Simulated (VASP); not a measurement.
# Mo (P6/mmm) in VASP: settings compared

The runs below take Mo through single point, relaxation of cell and atoms, with LDA, PBEsol+D3(BJ), PBEsol.

Everything below comes from runs of VASP 6.6.1. Logs are shortened: lines on timing, memory, paths and dates and some standing lists are left out, and cuts for length are marked.

### 1 The cell of the first run

It takes space group P6/mmm (No. 191, hexagonal). The conventional cell has a = 2.729 Å, b = 2.729 Å, c = 2.464 Å, α = 90.00°, β = 90.00°, γ = 120.00°. Mo (site symmetry 6/mmm) has 8 Mo at 2.46 to 2.73 Å within 3.3 Å.

### 2 Single point, LDA

INCAR reads:

```
PREC = Accurate
ENCUT = 520
EDIFF = 1E-6
ISMEAR = 1
SIGMA = 0.15
LREAL = False
LASPH = True
NELM = 100
ALGO = Normal
ISIF = 2
LWAVE = False
LCHARG = True
LELF = True
LVHAR = True
NBANDS = 13
```

KPOINTS reads:

```
regular mesh
0
Gamma
  11 11 11
```

POSCAR reads:

```
Mo
1.0
    2.7293933717      0.0000000000      0.0000000000
   -1.3646966858      2.3637239968      0.0000000000
    0.0000000000      0.0000000000      2.4639926646
Mo
1
Direct
    0.0000000000      0.0000000000      0.5000000000
```

Potentials or basis: VASP PAW LDA potentials, release 64 (Mo_sv).

The run is started by

```console
$ cat potpaw_LDA.64/Mo_sv/POTCAR > POTCAR
$ mpirun -np 1 vasp_std > vasp.out
```

OUTCAR:

```text
PREC = Accurate
   ENCUT = 520
   EDIFF = 1E-6
   ISMEAR = 1
   LREAL = False
   LASPH = True
   NELM = 100
   ISIF = 2

 ion  position               nearest neighbor table
   1  0.000  0.000  0.500-

  LATTYP: Found a hexagonal cell.
 ALAT       =     2.7293933717
 C/A-ratio  =     0.9027620167

  Lattice vectors:

 A1 = (   2.7293933717,   0.0000000000,   0.0000000000)
 A2 = (  -1.3646966858,   2.3637239968,   0.0000000000)
 A3 = (   0.0000000000,   0.0000000000,   2.4639926646)

Analysis of symmetry for initial positions (statically):
[... 6 lines left out ...]

 Subroutine GETGRP returns: Found 24 space group operations
 (whereof 24 operations were pure point group operations)
 out of a pool of 24 trial point group operations.

The static configuration has the point symmetry D_6h.

Analysis of symmetry for dynamics (positions and initial velocities):
[... 6 lines left out ...]

 Subroutine GETGRP returns: Found 24 space group operations
 (whereof 24 operations were pure point group operations)
 out of a pool of 24 trial point group operations.

The dynamic configuration has the point symmetry D_6h.

 Subroutine INISYM returns: Found 24 space group operations
 (whereof 24 operations are pure point group operations),
 and found     1 'primitive' translations

----------------------------------------------------------------------------------------

                                     Primitive cell

  volume of cell :      15.8965

  direct lattice vectors                    reciprocal lattice vectors
     2.729393372  0.000000000  0.000000000     0.366381779  0.211530619  0.000000000
    -1.364696686  2.363723997  0.000000000     0.000000000  0.423061238  0.000000000
     0.000000000  0.000000000  2.463992665     0.000000000  0.000000000  0.405845364

  length of vectors
     2.729393372  2.729393372  2.463992665     0.423061238  0.423061238  0.405845364

  position of ions in fractional coordinates (direct lattice)
     0.000000000  0.000000000  0.500000000

  ion indices of the primitive-cell ions
   primitive index   ion index
                 1           1

----------------------------------------------------------------------------------------

 KPOINTS: regular mesh

Automatic generation of k-mesh.
 Grid dimensions read from file:
 generate k-points for:   11   11   11

 Generating k-lattice:

  Cartesian coordinates                     Fractional coordinates (reciprocal lattice)
     0.033307434  0.019230056  0.000000000     0.090909091  0.000000000  0.000000000
     0.000000000  0.038460113  0.000000000     0.000000000  0.090909091  0.000000000
     0.000000000  0.000000000  0.036895033     0.000000000  0.000000000  0.090909091

  Length of vectors
     0.038460113  0.038460113  0.036895033

  Shift w.r.t. Gamma in fractional coordinates (k-lattice)
     0.000000000  0.000000000  0.000000000

 Subroutine IBZKPT returns following result:
 ===========================================

 Found     96 irreducible k-points:

 Following reciprocal coordinates:
            Coordinates               Weight
  0.000000  0.000000  0.000000      1.000000
  0.090909 -0.000000  0.000000      6.000000
  0.181818  0.000000  0.000000      6.000000
  0.272727 -0.000000  0.000000      6.000000
  0.363636 -0.000000  0.000000      6.000000
  0.454545 -0.000000  0.000000      6.000000
[... 16 lines left out ...]
  0.090909  0.090909  0.090909     12.000000
  0.181818  0.090909  0.090909     24.000000
 [... further k-points ...]
   k-points           NKPTS =     96   k-points in BZ     NKDIM =     96   number of bands    NBANDS=     13
   number of dos      NEDOS =    301   number of ions     NIONS =      1
   total plane-waves  NPLWV =   7200
   dimension x,y,z NGX =    20 NGY =   20 NGZ =   18
   dimension x,y,z NGXF=    40 NGYF=   40 NGZF=   36
   ions per type =               1
   NGX,Y,Z   is equivalent  to a cutoff of  12.18, 12.18, 12.14 a.u.
   NGXF,Y,Z  is equivalent  to a cutoff of  24.36, 24.36, 24.29 a.u.
 SYSTEM =  unknown system
   PREC   = accura    normal or accurate (medium, high low for compatibility)
   ISTART =      0    job   : 0-new  1-cont  2-samecut
   ICHARG =      2    charge: 1-file 2-atom 10-const
   ISPIN  =      1    spin polarized calculation?
   LNONCOLLINEAR =      F non collinear calculations
   LSORBIT =      F    spin-orbit coupling
   LASPH  =      T    aspherical Exc in radial PAW
   ENCUT  =  520.0 eV  38.22 Ry    6.18 a.u.   5.07  5.07  4.58*2*pi/ulx,y,z
   NELM   =    100;   NELMIN=  2; NELMDL= -5     # of ELM steps
   EDIFF  = 0.1E-05   stopping-criterion for ELM
   LREAL  =      F    real-space projection
   EDIFFG = 0.1E-04   stopping-criterion for IOM
   NSW    =      0    number of steps for IOM
   IBRION =     -1    ionic relax: 0-MD 1-quasi-New 2-CG
   NFREE  =      0    steps in history (QN), initial steepest desc. (CG)
   ISIF   =      2    stress and relaxation
   ISYM   =      2    0-nonsym 1-usesym 2-fastsym
   POTIM  = 0.5000    time-step for ionic-motion
   TEBEG  =    0.0;   TEEND  =   0.0 temperature during run
   PSTRESS=    0.0 pullay stress
   NELECT =      14.0000    total number of electrons
   NUPDOWN=      -1.0000    fix difference up-down
   EMIN   =  10.00;   EMAX   =-10.00  energy-range for DOS
   EFERMI =   0.00;   METHOD = LEGACY
   ISMEAR =     1;   SIGMA  =   0.15  broadening in eV -4-tet -1-fermi 0-gaus
   EFERMI_NEDOS =   21; number of points for ismear=-14 and -15
   IALGO  =     38    algorithm
   IMIX   =      4    mixing-type and parameters
     AMIX     =   0.40;   BMIX     =  1.00
     AMIX_MAG =   1.60;   BMIX_MAG =  1.00
  volume/ion in A,a.u.               =      15.90       107.28
  Fermi-wavevector in a.u.,A,eV,Ry     =   1.569218  2.965393 33.503619  2.462447
  Thomas-Fermi vector in A             =   2.671134
   LORBIT       =      0    0 simple, 1 ext, 2 COOP (PROOUT), +10 PAW based schemes
   GGA     = CA    functional components
   LHFCALC =     F    Hartree Fock is set to
   AEXX    =    0.0000 exact exchange contribution
   IVDW    =     0    specifies the selected vdW correction
   LEPSILON=     F    determine dielectric tensor
   LRPA    =     F    only Hartree local field effects (RPA)
 non-spin polarized calculation
 Methfessel and Paxton  Order N= 1 SIGMA  =   0.15
  energy-cutoff  :      520.00
  volume of cell :       15.90
 maximum number of plane-waves:       448
   NGX = 11   NGY = 11   NGZ =  9

 number of electron      14.0000001 magnetization

 Free energy of the ion-electron system (eV)
  ---------------------------------------------------
  ext. energy  EPLUGINS =         0.00000000
  ---------------------------------------------------
  free energy    TOTEN  =       -11.26345398 eV

  energy without entropy =      -11.26463293  energy(sigma->0) =      -11.26384696

 E-fermi :  11.9617     XC(G=0): -13.4175

 val. band max:       11.9495310158   @ k =   0.3636  -0.0000   0.3636
 cond. band min:      11.9785445880   @ k =   0.2727   0.0909   0.2727
 fundamental gap:      0.0290135722
 Fermi energy:        11.9617349947

 k-point     1 :       0.0000    0.0000    0.0000
  band No.  band energies     occupation
      1     -48.6907      2.00000
      2     -22.1062      2.00000
      3     -22.1062      2.00000
      4     -21.7907      2.00000
      5       5.1539      2.00000
      6       7.4197      2.00000
      7      10.9969      2.00000
      8      10.9969      2.00000
      9      16.5304      0.00000
     10      16.5304      0.00000
     11      24.8461      0.00000
     12      29.0443      0.00000
     13      32.5360      0.00000

 k-point     2 :       0.0909   -0.0000    0.0000
  band No.  band energies     occupation
      1     -48.6722      2.00000
      2     -22.2286      2.00000
      3     -22.1335      2.00000
      4     -21.7786      2.00000
      5       5.4832      2.00000
      6       7.5476      2.00000
      7      10.6815      2.00000
      8      11.2997      2.00000
      9      16.2080      0.00000
     10      16.4754      0.00000
     11      25.5959      0.00000
     12      29.6705      0.00000
     13      31.1450      0.00000

 k-point     3 :       0.1818    0.0000    0.0000
  band No.  band energies     occupation
      1     -48.6221      2.00000
      2     -22.5494      2.00000
      3     -22.2060      2.00000
      4     -21.7458      2.00000
      5       6.3084      2.00000
      6       7.8869      2.00000
      7      10.1061      2.00000
      8      12.1749     -0.06197
      9      15.4449      0.00000
     10      16.3310      0.00000
     11      27.0723      0.00000
     12      29.1800      0.00000
     13      30.5077      0.00000

 k-point     4 :       0.2727   -0.0000    0.0000
  band No.  band energies     occupation
      1     -48.5558      2.00000
      2     -22.9546      2.00000
      3     -22.2995      2.00000
      4     -21.7027      2.00000
      5       7.0954      2.00000
      6       8.0853      2.00000
      7      10.3143      2.00000
      8      13.5107     -0.00000
      9      14.5997     -0.00000
     10      16.1481      0.00000
     11      25.7495      0.00000
     12      28.7768      0.00000
     13      30.2646      0.00000

 k-point     5 :       0.3636   -0.0000    0.0000
  band No.  band energies     occupation
      1     -48.4941      2.00000
      2     -23.3138      2.00000
      3     -22.3842      2.00000
      4     -21.6627      2.00000
      5       7.1693      2.00000
      6       8.2626      2.00000
      7      11.6557      2.01402
      8      13.9264     -0.00000
      9      15.0587      0.00000
     10      15.9857      0.00000
     11      23.8132      0.00000
     12      26.9791      0.00000
     13      30.4712      0.00000

 k-point     6 :       0.4545   -0.0000    0.0000
  band No.  band energies     occupation
      1     -48.4571      2.00000
      2     -23.5218      2.00000
      3     -22.4339      2.00000
      4     -21.6388      2.00000
      5       6.9490      2.00000
      6       8.5282      2.00000
      7      12.9050     -0.00000
      8      13.5608     -0.00000
      9      15.8917      0.00000
     10      16.2638      0.00000
     11      22.5412      0.00000
     12      25.6326      0.00000
     13      29.5027      0.00000

 k-point     7 :       0.0909    0.0909    0.0000
  band No.  band energies     occupation
      1     -48.6379      2.00000
      2     -22.4422      2.00000
      3     -22.1913      2.00000
      4     -21.7561      2.00000
      5       6.0743      2.00000
      6       7.7985      2.00000
      7      10.1667      2.00000
      8      11.9372      1.27261
      9      15.6882      0.00000
     10      16.3557      0.00000
     11      26.7949      0.00000
     12      29.4203      0.00000
     13      30.7938      0.00000
[... 193 lines left out ...]
 k-point    20 :       0.2727   -0.0000    0.0909
  band No.  band energies     occupation
      1     -48.5291      2.00000
      2     -22.9315      2.00000
      3     -22.2806      2.00000
      4     -21.8965      2.00000
      5       7.3195      2.00000
      6       8.4566      2.00000
      7      10.3207      2.00000
      8      13.5558     -0.00000
      9      14.2624     -0.00000
     10      15.6611      0.00000
     11      26.2497      0.00000
     12      29.5109      0.00000
     13      29.8224      0.00000

 k-point    21 :       0.3636   -0.0000    0.0909
  band No.  band energies     occupation
      1     -48.4676      2.00000
      2     -23.2884      2.00000
      3     -22.3648      2.00000
      4     -21.8536      2.00000
      5       7.3034      2.00000
      6       8.7468      2.00000
      7      11.1408      2.00000
      8      14.1746     -0.00000
      9      15.0146      0.00000
     10      15.5441      0.00000
     11      24.1445      0.00000
     12      27.6901      0.00000
     13      30.0292      0.00000

 k-point    22 :       0.4545   -0.0000    0.0909
  band No.  band energies     occupation
      1     -48.4307      2.00000
      2     -23.4952      2.00000
      3     -22.4143      2.00000
      4     -21.8279      2.00000
      5       7.0726      2.00000
      6       9.0765      2.00000
      7      11.3951      2.00000
      8      14.9341     -0.00000
      9      15.3130      0.00000
     10      16.3125      0.00000
     11      22.5581      0.00000
     12      26.3367      0.00000
     13      29.7320      0.00000

 k-point    23 :       0.0909    0.0909    0.0909
  band No.  band energies     occupation
      1     -48.6108      2.00000
      2     -22.4225      2.00000
      3     -22.1728      2.00000
      4     -21.9540      2.00000
      5       6.3417      2.00000
      6       8.1762      2.00000
      7      10.2494      2.00000
      8      11.9981      0.60290
      9      15.2341      0.00000
     10      15.8870      0.00000
     11      26.9314      0.00000
     12      29.0322      0.00000
     13      30.5999      0.00000

 k-point    24 :       0.1818    0.0909    0.0909
  band No.  band energies     occupation
      1     -48.5528      2.00000
      2     -22.7639      2.00000
      3     -22.2747      2.00000
      4     -21.9132      2.00000
      5       7.2448      2.00000
      6       8.5294      2.00000
      7       9.7703      2.00000
      8      13.1409     -0.00000
      9      14.5925     -0.00000
     10      15.6468      0.00000
     11      27.2735      0.00000
     12      28.5158      0.00000
     13      30.6808      0.00000

 [... further k-points ...]
[... 5 lines left out ...]
  --------------------------------------------------------------------------------------
  -------------------------------------------------------------------------------------
  Total        0.0922586      0.0922586      0.1459570      0.0000000      0.0000000      0.0000000
  in kB        9.2985454      9.2985454     14.7106938      0.0000000      0.0000000      0.0000000
  external PRESSURE =      11.1025948 kB  Pullay stress =       0.0000000 kB

 VOLUME and BASIS-vectors are now :
 -----------------------------------------------------------------------------
  energy-cutoff  :      520.00
  volume of cell :       15.90
      direct lattice vectors                 reciprocal lattice vectors
     2.729393372  0.000000000  0.000000000     0.366381779  0.211530619  0.000000000
    -1.364696686  2.363723997  0.000000000     0.000000000  0.423061238  0.000000000
     0.000000000  0.000000000  2.463992665     0.000000000  0.000000000  0.405845364

 POSITION                                       TOTAL-FORCE (eV/Angst)
 -----------------------------------------------------------------------------------
      0.00000      0.00000      1.23200        -0.000000      0.000000      0.000000
 -----------------------------------------------------------------------------------
    total drift:                               -0.000000      0.000000      0.000000

  FREE ENERGIE OF THE ION-ELECTRON SYSTEM (eV)
  ---------------------------------------------------
  free  energy   TOTEN  =       -11.2634539788 eV

  energy  without entropy=      -11.2646329293  energy(sigma->0) =      -11.26384696
```

Wall time 8.3 s (1 thread of Intel Xeon Platinum 8375C at 2.90GHz (Ice Lake), shared host); peak memory 0.13 GiB.

What came out:

* Free energy: -11.2635 eV
* Pressure: 1.1 GPa
* Band gap on the k mesh: zero (band 7 reaches 12.90 eV, above the bottom of band 8 at 11.00 eV)

Stress tensor (GPa, compression positive):
```
0.93 0.00 0.00
0.00 0.93 0.00
0.00 0.00 1.47
```

### 3 Single point, PBEsol+D3(BJ)

This run uses another cell than the first one, of 15.72 Å³/atom, 0.989 times its volume.

INCAR reads:

```
PREC = Accurate
ENCUT = 520
EDIFF = 1E-6
ISMEAR = 1
SIGMA = 0.15
LREAL = F
LASPH = T
NELM = 80
ALGO = Normal
ISIF = 2
LWAVE = F
LCHARG = T
GGA = PS
IVDW = 12
LELF = T
LVHAR = T
NBANDS = 13
```

KPOINTS is that of step 2.

POSCAR reads:

```
Mo
1.0
    2.7177486925      0.0000000000      0.0000000000
   -1.3588743463      2.3536394088      0.0000000000
    0.0000000000      0.0000000000      2.4582353749
Mo
1
Direct
    0.0000000000      0.0000000000      0.5000000000
```

Potentials or basis: VASP PAW PBE potentials, release 64 (Mo_sv).

The run is started by

```console
$ cat potpaw_PBE.64/Mo_sv/POTCAR > POTCAR
$ mpirun -np 1 vasp_std > vasp.out
```

It took 8.3 s on 1 thread of Intel Xeon Platinum 8375C at 2.90GHz (Ice Lake), shared host; peak memory 0.14 GiB.

Results (log left out):

```
Free energy                : -11.5797 eV
Pressure                   : 0.7 GPa
Band gap on the k mesh     : zero (band 7 reaches 13.05 eV, above the bottom of band 8 at 11.16 eV)
Dispersion energy per atom : -0.701 eV
```

Stress tensor (GPa, compression positive):
```
0.56 0.00 0.00
0.00 0.56 0.00
0.00 0.00 1.02
```

Levels at points of the mesh, in eV from the Fermi level:
| k point | band 5 | band 6 | band 7 | band 8 | band 9 | band 10 |
| --- | --- | --- | --- | --- | --- | --- |
| (0.00, 0.00, 0.00) | -6.90 | -4.60 | -0.98 | -0.98 | 4.65 | 4.65 |

Caveat: the PAW data sets were made with another functional, which shifts forces and pressure a little; pairwise dispersion overbinds metals, which lowers pressure and volume.

(Continued in part 2 of 2.)
